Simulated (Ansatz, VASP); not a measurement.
In4O: VASP beside Ansatz

Contents of INCAR:

```
SYSTEM = In4O
ALGO     = Normal         ! electronic algorithm
EDIFF    = 1E-6           ! SCF threshold, eV
EDIFFG   = -0.04          ! ionic threshold
ENCUT    = 600            ! plane-wave cutoff, eV
GGA      = PE             ! functional
IBRION   = 2              ! ionic algorithm
ISIF     = 3              ! what is computed and relaxed
ISMEAR   = 0              ! smearing method
LASPH    = .True.         ! aspherical terms in the spheres
LCHARG   = .False.        ! write CHGCAR
LREAL    = .False.        ! projectors in reciprocal space
LWAVE    = .False.        ! write WAVECAR
NELM     = 60             ! most SCF steps
NSW      = 90             ! ionic steps
PREC     = Accurate       ! precision mode
SIGMA    = 0.1            ! smearing width, eV
```

File KPOINTS:

```
k-points
0
Gamma
  4 4 4
  0 0 0
```

The input POSCAR:

```
In4O
1.0
   -3.2687262400      3.2687262400      3.2687262400
    3.2687262400     -3.2687262400      3.2687262400
    3.2687262400      3.2687262400     -3.2687262400
In O
4 1
Direct
    0.3495999900      0.3495999900      0.3495999900
    0.6504000100      0.0000000000      0.0000000000
    0.0000000000      0.0000000000      0.6504000100
    0.0000000000      0.6504000100      0.0000000000
    0.0000000000      0.0000000000      0.0000000000
```

Input for Ansatz:

```yaml
crystal:
  lattice:
    - [-3.26872624, 3.26872624, 3.26872624]
    - [3.26872624, -3.26872624, 3.26872624]
    - [3.26872624, 3.26872624, -3.26872624]
  atoms:
    - { symbol: In, position: [0.34959999, 0.34959999, 0.34959999] }
    - { symbol: In, position: [0.65040001, 0.0, 0.0] }
    - { symbol: In, position: [0.0, 0.0, 0.65040001] }
    - { symbol: In, position: [0.0, 0.65040001, 0.0] }
    - { symbol: O, position: [0.0, 0.0, 0.0] }
basis:
  ecutwfc: 420
kpoints:
  mp_grid: { grid: [4, 4, 4] }
hamiltonian:
  xc: pbe
scf:
  occupations: { method: gaussian, width: 0.1 }
  lower_state_search: "off"
output:
  forces: true
  stress: true
  eigenvalues: true
relax:
  adjacent_minimum: "off"
  f_tol: 0.04
  max_steps: 70
  cell: { stress_tol: 0.4 }
```

Change from the starting cell: species swapped into the GeF4 type (I-43m, No. 217).

Alike in both runs: task relaxation of cell and atoms; functional PBE; k mesh 4 × 4 × 4; occupations gaussian, width 0.1 eV; no spin polarisation.

|  | VASP | Ansatz |
| --- | --- | --- |
| version | VASP 6.6.1 | Ansatz 0.2.0 |
| potentials or method | VASP PAW PBE potentials, release 64 (In_d, O), cutoff 600 eV | scalar-relativistic, plane waves, PAW |
| valence electrons in the cell | 58 | 58 |

```csv
,VASP,Ansatz,Ansatz less VASP
"gap on the k mesh at the Fermi level, each at its own relaxed structure (eV)",none,none,-
relaxed volume (Å³/atom),27.37,27.70,+0.329
relaxed cell length with the largest relative difference (Å),5.623,5.645,+0.0224
```

A gap of «none» marks a metal or a gap that the smearing closes.
